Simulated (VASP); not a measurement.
# WSe2 in VASP: notebook, part 3 of 3

VASP 6.6.1. The steps go on from the part before.

**4. Electric field gradients, PBEsol (equal xy, yz and zx shear strains of -1 %)**

The input, INCAR:

```
PREC = Accurate
ENCUT = 520
EDIFF = 1E-8
ISMEAR = -1
SIGMA = 0.08
LREAL = F
LASPH = T
NELM = 100
ALGO = Normal
ISIF = 2
LWAVE = F
LCHARG = F
GGA = PS
LEFG = T
NBANDS = 35
```

The input, KPOINTS:

```
Automatic mesh
0
Gamma
  11 11 3
```

The input, POSCAR:

```
WSe2
1.0
    3.2899984505     -0.0164499922     -0.0164499922
   -1.6592453364      2.8574472326     -0.0060211151
   -0.0648500000     -0.0648500000     12.9700000000
W Se
2 4
Direct
    0.3333333333      0.6666666667      0.2500000000
    0.6666666667      0.3333333333      0.7500000000
    0.3333333333      0.6666666667      0.6210000000
    0.6666666667      0.3333333333      0.1210000000
    0.3333333333      0.6666666667      0.8790000000
    0.6666666667      0.3333333333      0.3790000000
```

Potentials or basis: VASP PAW PBE potentials, release 64 (W_sv, Se).

Launch:

```
$ cat potpaw_PBE.64/W_sv/POTCAR potpaw_PBE.64/Se/POTCAR > POTCAR
$ mpirun -np 1 vasp_std > vasp.out
```

OUTCAR:

```text
PREC = Accurate
   ENCUT = 520
   EDIFF = 1E-8
   ISMEAR = -1
   LREAL = F
   LASPH = T
   NELM = 100
   ISIF = 2
   GGA = PS

 ion  position               nearest neighbor table
   1  0.333  0.667  0.250-   4 2.51   6 2.52   6 2.53   4 2.54   6 2.54   4 2.54
   2  0.667  0.333  0.750-   5 2.51   3 2.52   3 2.53   5 2.54   3 2.54   5 2.54
   3  0.333  0.667  0.621-   2 2.52   2 2.53   2 2.54
   4  0.667  0.333  0.121-   1 2.51   1 2.54   1 2.54
   5  0.333  0.667  0.879-   2 2.51   2 2.54   2 2.54
   6  0.667  0.333  0.379-   1 2.52   1 2.53   1 2.54

  LATTYP: Found a triclinic cell.
 ALAT       =     3.2758397381
 B/A-ratio  =     1.0043472705
 C/A-ratio  =     3.9593891286
 COS(alpha) =     0.0099745013
 COS(beta)  =     0.0136846555
 COS(gamma) =     0.4934979113

  Lattice vectors:

 A1 = (   1.6307531141,   2.8409972404,  -0.0224711073)
 A2 = (   3.2899984505,  -0.0164499922,  -0.0164499922)
 A3 = (   0.0648500000,   0.0648500000, -12.9700000000)

Analysis of symmetry for initial positions (statically):
=====================================================================
 Subroutine PRICEL returns:
 Original cell was already a primitive cell.

 Routine SETGRP: Setting up the symmetry group for a
 triclinic supercell.

 Subroutine GETGRP returns: Found  2 space group operations
 (whereof  2 operations were pure point group operations)
 out of a pool of  2 trial point group operations.

The static configuration has the point symmetry S_2 .

Analysis of symmetry for dynamics (positions and initial velocities):
=====================================================================
 Subroutine PRICEL returns:
 Original cell was already a primitive cell.

 Routine SETGRP: Setting up the symmetry group for a
 triclinic supercell.

 Subroutine GETGRP returns: Found  2 space group operations
 (whereof  2 operations were pure point group operations)
 out of a pool of  2 trial point group operations.

The dynamic configuration has the point symmetry S_2 .

 Subroutine INISYM returns: Found  2 space group operations
 (whereof  2 operations are pure point group operations),
 and found     1 'primitive' translations

----------------------------------------------------------------------------------------

                                     Primitive cell

  volume of cell :     121.5708

  direct lattice vectors                    reciprocal lattice vectors
     3.289998451 -0.016449992 -0.016449992     0.304848672  0.177022777  0.002409357
    -1.659245336  2.857447233 -0.006021115     0.001763772  0.350990611  0.001763772
    -0.064850000 -0.064850000 12.970000000     0.000387462  0.000387462  0.077104877

  length of vectors
     3.290080699  3.304260284 12.970324246     0.352527419  0.350999474  0.077106824

  position of ions in fractional coordinates (direct lattice)
     0.333333333  0.666666667  0.250000000
     0.666666667  0.333333333  0.750000000
     0.333333333  0.666666667  0.621000000
     0.666666667  0.333333333  0.121000000
     0.333333333  0.666666667  0.879000000
     0.666666667  0.333333333  0.379000000
[... 98 lines left out ...]
   IALGO  =     38    algorithm
   IMIX   =      4    mixing-type and parameters
     AMIX     =   0.40;   BMIX     =  1.00
     AMIX_MAG =   1.60;   BMIX_MAG =  1.00
  volume/ion in A,a.u.               =      20.26       136.73
  Fermi-wavevector in a.u.,A,eV,Ry     =   1.233482  2.330943 20.700965  1.521478
  Thomas-Fermi vector in A             =   2.368211
   LORBIT       =      0    0 simple, 1 ext, 2 COOP (PROOUT), +10 PAW based schemes
   GGA     = PS    functional components
   LHFCALC =     F    Hartree Fock is set to
   AEXX    =    0.0000 exact exchange contribution
   IVDW    =     0    specifies the selected vdW correction
   LEPSILON=     F    determine dielectric tensor
   LRPA    =     F    only Hartree local field effects (RPA)
 non-spin polarized calculation
  energy-cutoff  :      520.00
  volume of cell :      121.57
 maximum number of plane-waves:      3309
   NGX = 13   NGY = 13   NGZ = 49

 number of electron      51.9999999 magnetization

 Free energy of the ion-electron system (eV)
  ---------------------------------------------------
  ext. energy  EPLUGINS =         0.00000000
  ---------------------------------------------------
  free energy    TOTEN  =       -46.52938727 eV

  energy without entropy =      -46.52926640  energy(sigma->0) =      -46.52932683

 E-fermi :   6.5473     XC(G=0): -10.9113

 val. band max:        6.1359245173   @ k =   0.0000   0.0000   0.0000
 cond. band min:       7.0414830882   @ k =   0.1818   0.1818  -0.0000
 fundamental gap:      0.9055585709
 Fermi energy:         6.5473212168

 k-point     1 :       0.0000    0.0000    0.0000
  band No.  band energies     occupation
      1     -68.1568      2.00000
      2     -68.1568      2.00000
      3     -32.4060      2.00000
      4     -32.4060      2.00000
      5     -32.2824      2.00000
      6     -32.2824      2.00000
[... 901 lines left out ...]
     34      10.8861      0.00000
     35      11.5655      0.00000

 [... further k-points ...]
[... 5 lines left out ...]
  --------------------------------------------------------------------------------------
  -------------------------------------------------------------------------------------
  Total       -0.9093676     -0.9025404      0.0236716      0.6597484      1.0215594      1.0217632
  in kB      -11.9845231    -11.8945474      0.3119666      8.6948010     13.4630944     13.4657801
  external PRESSURE =      -7.8557013 kB  Pullay stress =       0.0000000 kB

 VOLUME and BASIS-vectors are now :
 -----------------------------------------------------------------------------
  energy-cutoff  :      520.00
  volume of cell :      121.57
      direct lattice vectors                 reciprocal lattice vectors
     3.289998451 -0.016449992 -0.016449992     0.304848672  0.177022777  0.002409357
    -1.659245336  2.857447233 -0.006021115     0.001763772  0.350990611  0.001763772
    -0.064850000 -0.064850000 12.970000000     0.000387462  0.000387462  0.077104877

 POSITION                                       TOTAL-FORCE (eV/Angst)
 -----------------------------------------------------------------------------------
     -0.02571      1.88327      3.23300         0.079151      0.001321      0.007530
      1.59161      0.89288      9.71453        -0.079151     -0.001321     -0.007530
     -0.04977      1.85921      8.04487        -0.098457     -0.138687      0.068721
      1.63240      0.93367      1.55640        -0.180353     -0.140143      0.060783
     -0.06650      1.84248     11.39113         0.180353      0.140143     -0.060783
      1.61567      0.91694      4.90266         0.098457      0.138687     -0.068721
 -----------------------------------------------------------------------------------
    total drift:                                0.000000      0.000000     -0.000000

  FREE ENERGIE OF THE ION-ELECTRON SYSTEM (eV)
  ---------------------------------------------------
  free  energy   TOTEN  =       -46.5293872650 eV

  energy  without entropy=      -46.5292663999  energy(sigma->0) =      -46.52932683

 Electric field gradients (V/A^2)
---------------------------------------------------------------------
 ion       V_xx      V_yy      V_zz      V_xy      V_xz      V_yz
---------------------------------------------------------------------
   1      76.246    76.001  -152.246   -11.219   -17.112   -17.111
   2      76.246    76.001  -152.246   -11.219   -17.112   -17.111
   3      40.189    34.598   -74.786     1.133    -4.313    -6.033
   4      34.628    40.301   -74.929    -4.498    -7.797    -6.076
   5      34.628    40.301   -74.929    -4.498    -7.797    -6.076
   6      40.189    34.598   -74.786     1.133    -4.313    -6.033
---------------------------------------------------------------------

 Electric field gradients after diagonalization (V/A^2)
 (convention: |V_zz| > |V_xx| > |V_yy|)
----------------------------------------------------------------------
 ion       V_xx      V_yy      V_zz     asymmetry (V_yy - V_xx)/ V_zz
----------------------------------------------------------------------
   1      87.343    67.568  -154.911       0.128
   2      87.343    67.568  -154.911       0.128
   3      40.670    34.604   -75.274       0.081
   4      42.804    33.028   -75.832       0.129
   5      42.804    33.028   -75.832       0.129
   6      40.670    34.604   -75.274       0.081
----------------------------------------------------------------------

           NMR quadrupolar parameters

 Cq : quadrupolar parameter    Cq=e*Q*V_zz/h
 eta: asymmetry parameters     (V_yy - V_xx)/ V_zz
 Q  : nuclear electric quadrupole moment in mb (millibarn)
----------------------------------------------------------------------
 ion       Cq(MHz)       eta       Q (mb)
----------------------------------------------------------------------
   1      -0.375       0.128       1.000
   2      -0.375       0.128       1.000
   3      -0.182       0.081       1.000
   4      -0.183       0.129       1.000
   5      -0.183       0.129       1.000
   6      -0.182       0.081       1.000
----------------------------------------------------------------------
```

OSZICAR:

```text
N       E                     dE             d eps       ncg     rms          rms(c)
DAV:   1     0.497313903504E+03    0.49731E+03   -0.27861E+04 14084   0.145E+03
DAV:   2    -0.170264861377E+02   -0.51434E+03   -0.49720E+03 14849   0.391E+02
DAV:   3    -0.478309902249E+02   -0.30805E+02   -0.30247E+02 15615   0.896E+01
DAV:   4    -0.485119500911E+02   -0.68096E+00   -0.67739E+00 15409   0.136E+01
DAV:   5    -0.485206283548E+02   -0.86783E-02   -0.86698E-02 15368   0.167E+00    0.306E+01
DAV:   6    -0.469464858128E+02    0.15741E+01   -0.57577E+00 14175   0.158E+01    0.108E+01
DAV:   7    -0.467124087502E+02    0.23408E+00   -0.27122E+00 13367   0.791E+00    0.562E+00
DAV:   8    -0.465299199227E+02    0.18249E+00   -0.38455E-01 14059   0.423E+00    0.129E+00
DAV:   9    -0.465312896830E+02   -0.13698E-02   -0.60679E-02 14956   0.116E+00    0.869E-01
DAV:  10    -0.465294613496E+02    0.18283E-02   -0.12910E-02 14048   0.773E-01    0.155E-01
DAV:  11    -0.465294438542E+02    0.17495E-04   -0.16152E-03 13977   0.258E-01    0.177E-01
DAV:  12    -0.465293967109E+02    0.47143E-04   -0.58381E-05 14713   0.492E-02    0.112E-01
DAV:  13    -0.465293867230E+02    0.99880E-05   -0.75817E-05 14160   0.532E-02    0.646E-03
DAV:  14    -0.465293872770E+02   -0.55399E-06   -0.44142E-06 15476   0.111E-02    0.813E-03
DAV:  15    -0.465293872199E+02    0.57076E-07   -0.27125E-07 14927   0.288E-03    0.761E-03
DAV:  16    -0.465293872665E+02   -0.46563E-07   -0.18345E-07 13913   0.224E-03    0.231E-03
DAV:  17    -0.465293872650E+02    0.14552E-08   -0.25688E-08 11432   0.842E-04
   1 F= -.46529387E+02 E0= -.46529327E+02  d E =-.120865E-03
```

stdout:

```text
POSCAR found type information on POSCAR W Se
 POSCAR found :  2 types and       6 ions
 scaLAPACK will be used
 -----------------------------------------------------------------------------
|                                                                             |
|                                                                             |
|     You enforced a specific xc type in the INCAR file but a different       |
|     I HOPE YOU KNOW WHAT YOU ARE DOING!                                     |
|                                                                             |
 -----------------------------------------------------------------------------

 LDA part: xc-table for (Slater+PW92), standard interpolation
 POSCAR, INCAR and KPOINTS ok, starting setup
 FFT: planning ... GRIDC
 FFT: planning ... GRID_SOFT
 FFT: planning ... GRID
 WAVECAR not read
 entering main loop
ion   1
     0.0000661     0.2697820     0.2825463     0.8026877     0.2826416    -0.0024760
     0.0000910     0.2697820     0.2825463     0.8026877     0.2826416    -0.0024760
     0.0001253     0.2697820     0.2825463     0.8026878     0.2826416    -0.0024760
     0.0001726     0.2697820     0.2825463     0.8026879     0.2826416    -0.0024760
[... 56 lines left out ...]
     0.0000499    -1.0679963     5.5939848    59.7585016     3.9782531    -2.6073867
     0.0000687    -1.0679667     5.5938502    59.7570710     3.9781578    -2.6073229
     0.0000946    -1.0679183     5.5936316    59.7547504     3.9780033    -2.6072194
     0.0001302    -1.0678397     5.5932787    59.7510048     3.9777540    -2.6070519
```

Wall time 15 min (1 thread of Oxide Virtual Turin-like, shared host); peak memory 0.67 GiB.

Results:

```
Free energy                             : -46.5294 eV
Pressure                                : -0.8 GPa
Largest force                           : 0.236 eV/Å
Band gap on the k mesh                  : 0.91 eV (least direct gap 1.72 eV)
Largest electric field gradient by atom : W -154.9; Se -75.3, -75.8 (each value once) V/Å²
```

Forces on the atoms (eV/Å):
```
W    0.079  0.001  0.008
W   -0.079 -0.001 -0.008
Se  -0.098 -0.139  0.069
Se  -0.180 -0.140  0.061
Se   0.180  0.140 -0.061
Se   0.098  0.139 -0.069
```

Electric field gradients, principal values (V/Å²):
| atom | least | middle | greatest (by size) |
| --- | --- | --- | --- |
| 1 W | 67.568 | 87.343 | -154.911 |
| 2 W | 67.568 | 87.343 | -154.911 |
| 3 Se | 34.604 | 40.670 | -75.274 |
| 4 Se | 33.028 | 42.804 | -75.832 |
| 5 Se | 33.028 | 42.804 | -75.832 |
| 6 Se | 34.604 | 40.670 | -75.274 |

Caveat: the cell differs from its parent crystal (equal xy, yz and zx shear strains of -1 %); without QUAD_EFG the Cq values of the log hold for a quadrupole moment of 1 mb, not for the nuclei; the PAW data sets were made with another functional, which shifts forces and pressure a little; spin-orbit coupling is left out, which moves the levels of the heavy elements; an odd mesh through Γ misses points on the zone boundary, where band edges can lie.

**5. Summary**

```csv
cell,gap on the mesh (eV),pressure (GPa),largest force (eV/Å)
"a = 3.246, b = 3.246, c = 12.795 Å, angles 90.0, 90.0, 120.0°, 6 atoms",0.87,5.4,0.65
"a = 3.268, b = 3.268, c = 12.883 Å, angles 90.0, 90.0, 120.0°, 6 atoms",0.89,2.1,0.27
"a = 3.290, b = 3.304, c = 12.970 Å, angles 90.2, 90.6, 120.4°, 6 atoms",0.91,-0.8,0.24
```

Alike in all rows: task electric field gradients; level PBEsol; potentials or basis VASP PAW PBE potentials, release 64 (W_sv, Se); no spin polarisation; k mesh 11 × 11 × 3; cutoff (eV) 520; smearing fermi-dirac 0.08 eV.

Caveats: the PAW data sets were made with another functional, which shifts forces and pressure a little; spin-orbit coupling is left out, which moves the levels of the heavy elements; an odd mesh through Γ misses points on the zone boundary, where band edges can lie; this functional lacks dispersion, which binds the layers, so the pressure and a relaxed spacing across them are unreliable (at least some runs); the cell stands under pressure (at least some runs).

Absolute energies hang on the potentials; compare differences alone.
